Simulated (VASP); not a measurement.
# Si2Sn (P1) in VASP: relaxation of cell and atoms with PBE

Aim: the relaxation of cell and atoms of Si2Sn with PBE.

All numbers are computed with VASP 6.6.1; they aren't measurements. Logs are shortened: lines on timing, memory, paths and dates and some standing lists are left out, and cuts for length are marked.

### 1 The cell of the first run

The typed cell holds 6 atoms: a = 3.779 Å, b = 4.671 Å, c = 7.803 Å, α = 90.92°, β = 89.64°, γ = 91.11°.

### 2 Relaxation of cell and atoms, PBE

INCAR

```
SYSTEM = Si2Sn
  ALGO = Normal
  EDIFF = 1E-6
  EDIFFG = -0.025
  ENCUT = 600
  GGA = PE
  IBRION = 2
  ISIF = 3
  ISMEAR = 0
  LASPH = .True.
  LCHARG = .False.
  LREAL = .False.
  LWAVE = .False.
  NELM = 100
  NSW = 80
  PREC = Accurate
  SIGMA = 0.2
```

KPOINTS

```
k-points
0
Gamma
  6 6 4
  0 0 0
```

POSCAR

```
Si2Sn
1.0
    0.0119847300      3.7790784108     -0.0367802735
   -0.0378192525     -0.0448826489      4.6705648960
    7.8026622065      0.0239694599     -0.0619839731
Si Sn
4 2
Direct
    0.5042053214      0.0234299445      0.2442724560
    0.5061235529     -0.0130091026      0.7394649524
    0.5196646232      0.4841513875      0.2790794707
    0.4487715953      0.5048974604      0.7355195350
    0.0090858992      0.5063992671      0.4906570235
    0.0121490079      0.4941310431      1.0110065624
```

Potentials or basis: VASP PAW PBE potentials, release 64 (Si, Sn_d).

On the command line:

```console
$ cat potpaw_PBE.64/Si/POTCAR potpaw_PBE.64/Sn_d/POTCAR > POTCAR
$ mpirun -np 1 vasp_std > vasp.out
```

OUTCAR:

```text
SYSTEM = Si2Sn
   EDIFF = 1E-6
   EDIFFG = -0.025
   ENCUT = 600
   GGA = PE
   IBRION = 2
   ISIF = 3
   ISMEAR = 0
   LASPH = .True.
   LREAL = .False.
   NELM = 100
   NSW = 80
   PREC = Accurate

 ion  position               nearest neighbor table
   1  0.504  0.023  0.244-   3 2.16   3 2.54   6 3.43
   2  0.506  0.987  0.739-   4 2.26   4 2.43
   3  0.520  0.484  0.279-   1 2.16   5 2.49   5 2.53   1 2.54   6 2.79   6 2.85
   4  0.449  0.505  0.736-   2 2.26   2 2.43   5 2.54   6 2.70   5 2.84   6 3.04
   5  0.009  0.506  0.491-   3 2.49   3 2.53   4 2.54   4 2.84   6 3.74
   6  0.012  0.494  0.011-   4 2.70   3 2.79   3 2.85   4 3.04   1 3.43   5 3.74

  LATTYP: Found a triclinic cell.
 ALAT       =     4.6709336535
 B/A-ratio  =     1.9331296978
 C/A-ratio  =     0.8091051326
 COS(alpha) =     0.0045561218
 COS(beta)  =     0.0193654230
 COS(gamma) =     0.5034097030

  Lattice vectors:

 A1 = (   0.0378192525,   0.0448826489,  -4.6705648960)
 A2 = (  -7.7648429540,   0.0209131890,  -4.6085809229)
 A3 = (   0.0119847300,   3.7790784108,  -0.0367802735)

Analysis of symmetry for initial positions (statically):
=====================================================================
 Subroutine PRICEL returns:
 Original cell was already a primitive cell.

 Routine SETGRP: Setting up the symmetry group for a
 triclinic supercell.

 Subroutine GETGRP returns: Found  1 space group operations
 (whereof  1 operations were pure point group operations)
 out of a pool of  2 trial point group operations.

The static configuration has the point symmetry C_1 .

Analysis of symmetry for dynamics (positions and initial velocities):
=====================================================================
 Subroutine PRICEL returns:
 Original cell was already a primitive cell.

 Routine SETGRP: Setting up the symmetry group for a
 triclinic supercell.

 Subroutine GETGRP returns: Found  1 space group operations
 (whereof  1 operations were pure point group operations)
 out of a pool of  2 trial point group operations.

The dynamic configuration has the point symmetry C_1 .

 Subroutine INISYM returns: Found  1 space group operations
 (whereof  1 operations are pure point group operations),
 and found     1 'primitive' translations

----------------------------------------------------------------------------------------

                                     Primitive cell

  volume of cell :     137.6973

  direct lattice vectors                    reciprocal lattice vectors
     0.011984730  3.779078411 -0.036780274    -0.000792818  0.264641982  0.002536706
    -0.037819252 -0.044882649  4.670564896     0.001694736  0.002078771  0.214140563
     7.802662206  0.023969460 -0.061983973     0.128170818 -0.000396409  0.001034036

  length of vectors
     3.779276393  4.670933654  7.802945217     0.264655327  0.214157358  0.128175602

  position of ions in fractional coordinates (direct lattice)
     0.504205321  0.023429945  0.244272456
     0.506123553  0.986990897  0.739464952
     0.519664623  0.484151387  0.279079471
     0.448771595  0.504897460  0.735519535
     0.009085899  0.506399267  0.490657023
     0.012149008  0.494131043  0.011006562

  ion indices of the primitive-cell ions
   primitive index   ion index
                 1           1
                 2           2
                 3           3
                 4           4
                 5           5
                 6           6

----------------------------------------------------------------------------------------

 KPOINTS: k-points

Automatic generation of k-mesh.
 Grid dimensions read from file:
 generate k-points for:    6    6    4

 Generating k-lattice:

  Cartesian coordinates                     Fractional coordinates (reciprocal lattice)
    -0.000132136  0.044106997  0.000422784     0.166666667  0.000000000  0.000000000
     0.000282456  0.000346462  0.035690094    -0.000000000  0.166666667  0.000000000
     0.032042704 -0.000099102  0.000258509     0.000000000  0.000000000  0.250000000

  Length of vectors
     0.044109221  0.035692893  0.032043900

  Shift w.r.t. Gamma in fractional coordinates (k-lattice)
     0.000000000  0.000000000  0.000000000

 Subroutine IBZKPT returns following result:
 ===========================================

 Found     76 irreducible k-points:

 Following reciprocal coordinates:
            Coordinates               Weight
  0.000000  0.000000  0.000000      1.000000
  0.166667  0.000000 -0.000000      2.000000
  0.333333 -0.000000  0.000000      2.000000
  0.500000 -0.000000 -0.000000      1.000000
 -0.000000  0.166667  0.000000      2.000000
  0.166667  0.166667  0.000000      2.000000
[... 16 lines left out ...]
  0.333333 -0.000000  0.250000      2.000000
  0.500000 -0.000000  0.250000      2.000000
 [... further k-points ...]
   k-points           NKPTS =     76   k-points in BZ     NKDIM =     76   number of bands    NBANDS=     26
   number of dos      NEDOS =    301   number of ions     NIONS =      6
   total plane-waves  NPLWV =  76800
   dimension x,y,z NGX =    30 NGY =   40 NGZ =   64
   dimension x,y,z NGXF=    60 NGYF=   80 NGZF=  128
   ions per type =               4   2
   NGX,Y,Z   is equivalent  to a cutoff of  13.20, 14.24, 13.64 a.u.
   NGXF,Y,Z  is equivalent  to a cutoff of  26.39, 28.47, 27.27 a.u.
 SYSTEM =  Si2Sn
   PREC   = accura    normal or accurate (medium, high low for compatibility)
   ISTART =      0    job   : 0-new  1-cont  2-samecut
   ICHARG =      2    charge: 1-file 2-atom 10-const
   ISPIN  =      1    spin polarized calculation?
   LNONCOLLINEAR =      F non collinear calculations
   LSORBIT =      F    spin-orbit coupling
   LASPH  =      T    aspherical Exc in radial PAW
   ENCUT  =  600.0 eV  44.10 Ry    6.64 a.u.   7.55  9.33 15.58*2*pi/ulx,y,z
   NELM   =    100;   NELMIN=  2; NELMDL= -5     # of ELM steps
   EDIFF  = 0.1E-05   stopping-criterion for ELM
   LREAL  =      F    real-space projection
   EDIFFG = -.3E-01   stopping-criterion for IOM
   NSW    =     80    number of steps for IOM
   IBRION =      2    ionic relax: 0-MD 1-quasi-New 2-CG
   NFREE  =      1    steps in history (QN), initial steepest desc. (CG)
   ISIF   =      3    stress and relaxation
   ISYM   =      2    0-nonsym 1-usesym 2-fastsym
   POTIM  = 0.5000    time-step for ionic-motion
   TEBEG  =    0.0;   TEEND  =   0.0 temperature during run
   PSTRESS=    0.0 pullay stress
   NELECT =      44.0000    total number of electrons
   NUPDOWN=      -1.0000    fix difference up-down
   EMIN   =  10.00;   EMAX   =-10.00  energy-range for DOS
   EFERMI =   0.00;   METHOD = LEGACY
   ISMEAR =     0;   SIGMA  =   0.20  broadening in eV -4-tet -1-fermi 0-gaus
   EFERMI_NEDOS =   21; number of points for ismear=-14 and -15
   IALGO  =     38    algorithm
   IMIX   =      4    mixing-type and parameters
     AMIX     =   0.40;   BMIX     =  1.00
     AMIX_MAG =   1.60;   BMIX_MAG =  1.00
  volume/ion in A,a.u.               =      22.95       154.87
  Fermi-wavevector in a.u.,A,eV,Ry     =   1.119225  2.115028 17.043522  1.252663
  Thomas-Fermi vector in A             =   2.255862
   LORBIT       =      0    0 simple, 1 ext, 2 COOP (PROOUT), +10 PAW based schemes
   GGA     = PE    functional components
   LHFCALC =     F    Hartree Fock is set to
   AEXX    =    0.0000 exact exchange contribution
   IVDW    =     0    specifies the selected vdW correction
   LEPSILON=     F    determine dielectric tensor
   LRPA    =     F    only Hartree local field effects (RPA)
 conjugate gradient relaxation of ions
 non-spin polarized calculation
 Gauss-broadening in eV      SIGMA  =   0.20
  energy-cutoff  :      600.00
  volume of cell :      137.70
 maximum number of plane-waves:      4615
   NGX = 15   NGY = 19   NGZ = 31

--------------------------------------- Ionic step        1  -------------------------------------------

 number of electron      44.0000003 magnetization

 Free energy of the ion-electron system (eV)
  ---------------------------------------------------
  ext. energy  EPLUGINS =         0.00000000
  ---------------------------------------------------
  free energy    TOTEN  =       -24.48806068 eV

  energy without entropy =      -24.42705268  energy(sigma->0) =      -24.45755668

------------------------ aborting loop because EDIFF is reached ----------------------------------------

  FORCE on cell =-STRESS in cart. coord.  units (eV):
  Direction    XX          YY          ZZ          XY          YZ          ZX
  --------------------------------------------------------------------------------------
  -------------------------------------------------------------------------------------
  Total        4.1230917      4.5687528      3.1388447      0.4614947      0.3831915      0.7627139
  in kB       47.9742333     53.1597218     36.5220264      5.3697210      4.4586244      8.8745571
  external PRESSURE =      45.8853272 kB  Pullay stress =       0.0000000 kB
[... 101 lines left out ...]
  FREE ENERGIE OF THE ION-ELECTRON SYSTEM (eV)
  ---------------------------------------------------
  free  energy   TOTEN  =       -24.9838979747 eV

  energy  without entropy=      -24.9247181069  energy(sigma->0) =      -24.95430804

[... ionic steps 4 to 68 ...]

--------------------------------------- Ionic step       69  -------------------------------------------

 number of electron      44.0000009 magnetization

------------------------ aborting loop because EDIFF is reached ----------------------------------------

  FORCE on cell =-STRESS in cart. coord.  units (eV):
  Direction    XX          YY          ZZ          XY          YZ          ZX
  --------------------------------------------------------------------------------------
  -------------------------------------------------------------------------------------
  Total        0.0163899      0.0155044     -0.0038581      0.0094250      0.0069799     -0.0550808
  in kB        0.1941433      0.1836547     -0.0457008      0.1116422      0.0826789     -0.6524500
  external PRESSURE =       0.1106991 kB  Pullay stress =       0.0000000 kB
[... 65 lines left out ...]
  energy  without entropy=      -27.7188610260  energy(sigma->0) =      -27.72426573

--------------------------------------- Ionic step       71  -------------------------------------------

 number of electron      44.0000009 magnetization

 Free energy of the ion-electron system (eV)
  ---------------------------------------------------
  ext. energy  EPLUGINS =         0.00000000
  ---------------------------------------------------
  free energy    TOTEN  =       -27.72978968 eV

  energy without entropy =      -27.71895972  energy(sigma->0) =      -27.72437470

 E-fermi :   6.9524     XC(G=0):  -9.8148

 val. band max:        6.6905034169   @ k =   0.0000  -0.0000   0.2500
 cond. band min:       6.9608602306   @ k =  -0.0000   0.3333  -0.0000
 fundamental gap:      0.2703568137
 Fermi energy:         6.9523699094

 k-point     1 :       0.0000    0.0000    0.0000
  band No.  band energies     occupation
      1     -14.6459      2.00000
      2     -14.6423      2.00000
      3     -14.6403      2.00000
      4     -14.6362      2.00000
      5     -14.6269      2.00000
      6     -14.6260      2.00000
[... 685 lines left out ...]
     25       8.2725      0.00000
     26       9.0083      0.00000

 [... further k-points ...]

------------------------ aborting loop because EDIFF is reached ----------------------------------------

  FORCE on cell =-STRESS in cart. coord.  units (eV):
  Direction    XX          YY          ZZ          XY          YZ          ZX
  --------------------------------------------------------------------------------------
  -------------------------------------------------------------------------------------
  Total       -0.0250229     -0.0227808      0.0170799     -0.0167559     -0.0018547      0.0240897
  in kB       -0.2962531     -0.2697091      0.2022140     -0.1983782     -0.0219585      0.2852048
  external PRESSURE =      -0.1212494 kB  Pullay stress =       0.0000000 kB
[... 21 lines left out ...]
  FREE ENERGIE OF THE ION-ELECTRON SYSTEM (eV)
  ---------------------------------------------------
  free  energy   TOTEN  =       -27.7297896826 eV

  energy  without entropy=      -27.7189597167  energy(sigma->0) =      -27.72437470

 reached required accuracy - stopping structural energy minimisation
```

Run time: 78 min. Hardware: 1 thread of Intel Xeon 6975P-C (Granite Rapids), shared host; peak memory 0.48 GiB.

Results:

- Free energy: -27.7298 eV
- Relaxed volume: 22.55 Å³/atom
- Relaxed cell: a = 4.292 Å, b = 3.947 Å, c = 8.996 Å, α = 90.01°, β = 89.98°, γ = 117.38°
- Space group after relaxing (to 0.1 Å): C222 (No. 21)
- Energy gained by relaxing: 540.3 meV/atom
- Ionic steps: 71
- Pressure after relaxing: 0.0 GPa
- Largest force after relaxing: 0.021 eV/Å
- Band gap on the k mesh: zero (bands 22 and 23 overlap by 0.71 eV)

Forces in eV/Å, atoms in the order of the input:
```
Si  -0.012  0.006 -0.016
Si   0.001  0.008 -0.009
Si   0.001 -0.007  0.005
Si   0.008 -0.005  0.009
Sn   0.008  0.002  0.002
Sn  -0.005 -0.003  0.009
```

Step by step:
| step | energy change (eV) | largest force (eV/Å) | pressure (GPa) | volume (Å³) |
| --- | --- | --- | --- | --- |
| 1 | 0.0000 | 2.6822 | 4.59 | 137.70 |
| 3 | -0.4958 | 0.7006 | -1.34 | 148.92 |
| 5 | -0.5918 | 0.5446 | 0.05 | 145.66 |
| 7 | -0.6835 | 0.5767 | 0.48 | 143.07 |
| 9 | -0.7119 | 0.3333 | -0.12 | 143.85 |
| 11 | -0.7370 | 0.4566 | 0.27 | 143.38 |
| 13 | -0.7935 | 0.4693 | -0.14 | 144.27 |
| 15 | -0.8571 | 1.9567 | -1.99 | 148.16 |
| 17 | -0.8894 | 1.2800 | -1.40 | 146.72 |
| 19 | -0.9818 | 1.5740 | -1.65 | 146.16 |
| 21 | -0.9851 | 3.1890 | -1.22 | 143.57 |
| 23 | -1.1642 | 2.1239 | -1.75 | 144.59 |
| 25 | -1.2045 | 2.3998 | -1.13 | 141.49 |
| 27 | -1.3144 | 2.0889 | -1.55 | 142.53 |
| 29 | -1.7102 | 0.8910 | -1.17 | 139.25 |
| 31 | -1.9488 | 1.0279 | 0.47 | 134.98 |
| 33 | -2.0828 | 0.5107 | -0.31 | 136.07 |
| 35 | -2.1771 | 0.4902 | -0.24 | 134.18 |
| 37 | -2.2090 | 0.4416 | 0.17 | 132.94 |
| 39 | -2.2517 | 0.3172 | 0.20 | 133.10 |
| 41 | -2.3126 | 0.2912 | -0.29 | 134.81 |
| 43 | -2.3497 | 0.3313 | 0.26 | 133.80 |
| 45 | -2.4271 | 0.7204 | 0.82 | 132.57 |
| 47 | -2.5574 | 1.1180 | 0.01 | 134.35 |
| 49 | -2.8526 | 0.7625 | -0.32 | 136.06 |
| 51 | -2.9474 | 0.6785 | -0.67 | 136.74 |
| 53 | -3.0254 | 0.6137 | -0.15 | 135.06 |
| 55 | -3.1048 | 0.3076 | 0.38 | 133.45 |
| 57 | -3.1503 | 0.2531 | -0.16 | 134.79 |
| 59 | -3.1720 | 0.3541 | 0.28 | 134.24 |
| 61 | -3.2020 | 0.3023 | -0.14 | 135.32 |
| 63 | -3.2183 | 0.2489 | -0.09 | 135.36 |
| 65 | -3.2353 | 0.1316 | 0.01 | 135.27 |
| 67 | -3.2411 | 0.0354 | -0.01 | 135.28 |
| 69 | -3.2416 | 0.0303 | 0.01 | 135.26 |
| 71 | -3.2417 | 0.0209 | -0.01 | 135.33 |

Final structure:
```
CELL_PARAMETERS angstrom
-0.01938 4.16757 -1.02477
-0.08213 -0.92669 3.83615
8.99299 0.09809 0.21412
ATOMIC_POSITIONS crystal
Si 0.49876 0.00067 0.17575
Si 0.49892 0.99984 0.67545
Si 0.50085 0.50153 0.32450
Si 0.50146 0.50083 0.82433
Sn 0.99965 0.49902 0.49988
Sn 0.00036 0.49811 0.00009
```

Caveat: semilocal functionals underestimate gaps, and a narrow one can read as zero; a cell axis changed by over 15 % at a fixed basis, so the end point is rough; spin-orbit coupling is left out, which moves the levels of the heavy elements.

The gap in the log of VASP goes by the Fermi energy; the results here count the filled bands.